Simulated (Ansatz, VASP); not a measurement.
One calculation of SrO, two programs

```
Sr O
1.0
     0.00000    2.56322    2.56322
     2.56322    0.00000    2.56322
     2.56322    2.56322    0.00000
Sr O
1 1
Direct
  0.50000 0.50000 0.50000
  0.00000 0.00000 0.00000
```

Alike in both runs: functional r2SCAN; k mesh 10 × 10 × 10; occupations fermi-dirac, width 0.02 eV; no spin polarisation.

Ansatz relaxed the structure, and its values are those at the end. VASP's run is a single point on that final structure, the one shown.

```csv
,VASP,Ansatz
version,VASP 6.6.1,Ansatz 0.2.0
potentials or method,"VASP PAW PBE potentials, release 64 (Sr_sv, O), cutoff 520 eV",PAW plane waves
valence electrons in the cell,16,16
```

|  | VASP | Ansatz | Ansatz less VASP |
| --- | --- | --- | --- |
| gap on the k mesh at the Fermi level (eV) | 3.74 | 3.79 | +0.053 |
| pressure (GPa) | 2.5 | 1.9 | -0.55 |

VASP's potentials were made for PBE, not for r2SCAN. Ansatz's warnings: stress scf threshold loose.
